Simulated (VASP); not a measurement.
Write the native input for VASP 6.6.1 that does the following.

```yaml
Task: single point
Functional: PBE
Dispersion: D3(BJ)
Potentials_or_basis: VASP PAW PBE potentials, release 64 (Se, Pt)
Cutoff: 400 eV
k_mesh: 9 × 9 × 1
Occupations: gaussian, width 0.02 eV
Spin: no spin polarisation
Dipole_correction: yes
Further_INCAR_settings: ALGO = Normal; EDIFF = 1e-06; NBANDS = 18; NELMDL = -8
```

The structure of PtSe2 lies in POSCAR:

```
PtSe2
1.0
    3.7070000000      0.0000000000      0.0000000000
   -1.8535000000      3.2103561718      0.0000000000
    0.0000000000      0.0000000000     31.1212903780
Se Pt
2 1
Direct
    0.6666666667      0.3333333333      0.4574407107
    0.3333333333      0.6666666667      0.5425592893
    0.0000000000      0.0000000000      0.5000000000
```

The input as run:

INCAR

```
ALGO     = Normal         # electronic algorithm
DIPOL    = 0.5 0.5 0.500
EDIFF    = 1E-6           # SCF threshold, eV
ENCUT    = 400            # plane-wave cutoff, eV
GGA      = PE             # functional
GGA_COMPAT= F            
IDIPOL   = 3            
ISIF     = 2              # what is computed and relaxed
ISMEAR   = 0              # smearing method
IVDW     = 12             # dispersion correction
LASPH    = T              # aspherical terms in the spheres
LCHARG   = T              # write CHGCAR
LDIPOL   = T            
LELF     = T              # ELF
LREAL    = F              # projectors in reciprocal space
LVACPOTAV= T            
LVHAR    = T            
LWAVE    = F              # write WAVECAR
NBANDS   = 18             # bands
NELM     = 120            # most SCF steps
NELMDL   = -8           
PREC     = Accurate       # precision mode
SIGMA    = 0.02           # smearing width, eV
```

KPOINTS

```
k-points
0
Gamma
  9 9 1
```

Potentials or basis: VASP PAW PBE potentials, release 64 (Se, Pt).

Launch:

```bash
$ cat potpaw_PBE.64/Se/POTCAR potpaw_PBE.64/Pt/POTCAR > POTCAR
$ mpirun -np 1 vasp_std > vasp.out
```

Results of the run:

```
Band gap on the k mesh                 : 1.35 eV (least direct gap 1.58 eV)
Dispersion energy per atom             : -0.299 eV
Ionisation potential of the upper face : 5.65 eV
```

Caveat: spin-orbit coupling is left out, which moves the levels of the heavy elements.

It took 3.1 min on 1 thread of Intel Xeon 8259CL, with other jobs on the host, peak memory 0.34 GiB.
